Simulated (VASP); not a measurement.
Here is a VASP 6.6.1 calculation.

INCAR

```
ALGO     = Normal         # electronic algorithm
EDIFF    = 1E-6           # SCF threshold, eV
ENCUT    = 520            # plane-wave cutoff, eV
GGA      = PE             # functional
ISIF     = 2              # what is computed and relaxed
ISMEAR   = 0              # smearing method
LASPH    = True           # aspherical terms in the spheres
LCHARG   = False          # write CHGCAR
LREAL    = False          # projectors in reciprocal space
LWAVE    = False          # write WAVECAR
NBANDS   = 25             # bands
NELM     = 80             # most SCF steps
PREC     = Accurate       # precision mode
SIGMA    = 0.05           # smearing width, eV
```

Contents of KPOINTS:

```
k-points
0
Gamma
  6 6 8
```

Contents of POSCAR:

```
SiO2
1.0
    4.0666718729      0.0000000000      0.0000000000
    0.0000000000      4.0666718729      0.0000000000
    0.0000000000      0.0000000000      2.9057163548
Si O
2 4
Direct
    0.5000000000      0.5000000000      0.5000000000
    0.0000000000      0.0000000000      0.0000000000
    0.6930152167      0.6930152167      0.0000000000
    0.1930152167      0.8069847833      0.5000000000
    0.3069847833      0.3069847833      0.0000000000
    0.8069847833      0.1930152167      0.5000000000
```

Potentials or basis: VASP PAW PBE potentials, release 64 (Si, O).

Run with:

```console
$ cat potpaw_PBE.64/Si/POTCAR potpaw_PBE.64/O/POTCAR > POTCAR
$ mpirun -np 1 vasp_std > vasp.out
```

Question: Predict the band gap on the k mesh.

Answer: 4.59 eV, direct.

Question: What does it give for the largest force?

Answer: 0.774 eV/Å.

Question: What does it give for the pressure?

Answer: -1.3 GPa.

Forces in eV/Å, atoms in the order of the input:
```
Si   0.000  0.000  0.000
Si   0.000  0.000  0.000
O    0.547  0.547  0.000
O    0.547 -0.547  0.000
O   -0.547 -0.547  0.000
O   -0.547  0.547  0.000
```

Caveat: the cell differs from its parent crystal (strain -0.040 along x and y, +0.080 along z). A k mesh can miss the band edges.
